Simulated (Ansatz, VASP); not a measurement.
## Ge: VASP beside Ansatz

File INCAR:

```
SYSTEM = Ge
PREC = Accurate
ENCUT = 520
EDIFF = 1E-6
ISMEAR = -1
SIGMA = 0.1
LREAL = .False.
LASPH = .True.
NELM = 100
ALGO = Normal
ISIF = 2
LWAVE = .False.
LCHARG = .True.
GGA = B5
ALDAX = 1.0
AGGAX = 1.0
AGGAC = 1.0
ALDAC = 0.0
LELF = .True.
LVHAR = .True.
NBANDS = 13
```

The input KPOINTS:

```
Automatic mesh
0
Gamma
  14 14 14
  0 0 0
```

File POSCAR:

```
Ge
1.0
   -1.6798078389      1.6798078389      1.6798078389
    1.6798078389     -1.6798078389      1.6798078389
    1.6798078389      1.6798078389     -1.6798078389
Ge
1
Direct
    0.0000000000      0.0000000000      0.0000000000
```

Input for Ansatz:

```yaml
crystal:
  lattice:
    - [-1.6798078389, 1.6798078389, 1.6798078389]
    - [1.6798078389, -1.6798078389, 1.6798078389]
    - [1.6798078389, 1.6798078389, -1.6798078389]
  atoms:
    - { symbol: Ge, position: [0.0, 0.0, 0.0] }
hamiltonian:
  xc: blyp
  pseudopotentials:
    kind: paw
    azcp:
      Ge: "pseudopotentials/Ge.paw.azcp"
basis:
  ecutwfc: 420
  fft_grid_basis: typed
kpoints:
  mp_grid: { grid: [14, 14, 14], shift: [0, 0, 0] }
magnetization:
  spin_polarized: false
scf:
  occupations: { method: fermi_dirac, width: 0.1 }
  lower_state_search: "off"
output:
  stress: true
  write_density: true
  write_potential: true
  elf: true
  volumetric_format: npy
```

Alike in both runs: task single point; functional BLYP; k mesh 14 × 14 × 14; occupations fermi-dirac, width 0.1 eV; no spin polarisation.

|  | VASP | Ansatz |
| --- | --- | --- |
| version | VASP 6.6.1 | Ansatz 0.2.0 |
| potentials or method | VASP PAW PBE potentials, release 64 (Ge_d), cutoff 520 eV | plane waves (420 eV) with PAW, scalar-relativistic |
| valence electrons in the cell | 14 | 14 |

```csv
,VASP,Ansatz,Ansatz less VASP
pressure (GPa),7.6,7.6,+0.08
```

VASP's potentials were made for PBE, not for BLYP.
